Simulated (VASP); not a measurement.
Wanted: the native input for a VASP 6.6.1 run.

```
Task                   : single point
Functional             : LDA
Potentials or basis    : VASP PAW LDA potentials, release 64 (Mg, O)
Cutoff                 : 520 eV
k mesh                 : 8 × 8 × 8
Occupations            : fermi-dirac, width 0.02 eV
Spin                   : no spin polarisation
Dipole correction      : no
Further INCAR settings : ALGO = Normal; EDIFF = 1e-07; NBANDS = 11
```

The structure of MgO lies in POSCAR:

```
MgO
1.0
    2.5982572843      0.0000000000      0.0000000000
    0.0000000000      2.5982572843      0.0000000000
    0.0000000000      0.0000000000      2.5982572843
Mg O
1 1
Direct
    0.0000000000      0.0000000000      0.0000000000
    0.5000000000      0.5000000000      0.5000000000
```

These files were run (other wordings do the same):

INCAR

```
SYSTEM = MgO
ALGO     = Normal         ! electronic algorithm
EDIFF    = 1E-7           ! SCF threshold, eV
ENCUT    = 520            ! plane-wave cutoff, eV
ISIF     = 2              ! what is computed and relaxed
ISMEAR   = -1             ! smearing method
LASPH    = .TRUE.         ! aspherical terms in the spheres
LCHARG   = .FALSE.        ! write CHGCAR
LREAL    = .FALSE.        ! projectors in reciprocal space
LWAVE    = .FALSE.        ! write WAVECAR
NBANDS   = 11             ! bands
NELM     = 60             ! most SCF steps
PREC     = Accurate       ! precision mode
SIGMA    = 0.02           ! smearing width, eV
```

KPOINTS

```
k-points
0
G
  8 8 8
  0 0 0
```

Potentials or basis: VASP PAW LDA potentials, release 64 (Mg, O).

Launch:

```console
$ cat potpaw_LDA.64/Mg/POTCAR potpaw_LDA.64/O/POTCAR > POTCAR
$ mpirun -np 1 vasp_std > vasp.out
```

It gave:

```
Pressure               : -2.7 GPa
Band gap on the k mesh : 2.84 eV, indirect (least direct gap 3.91 eV)
```

Wall time 8.1 s on 1 thread of Intel Xeon 8259CL (shared host), peak memory 0.12 GiB.
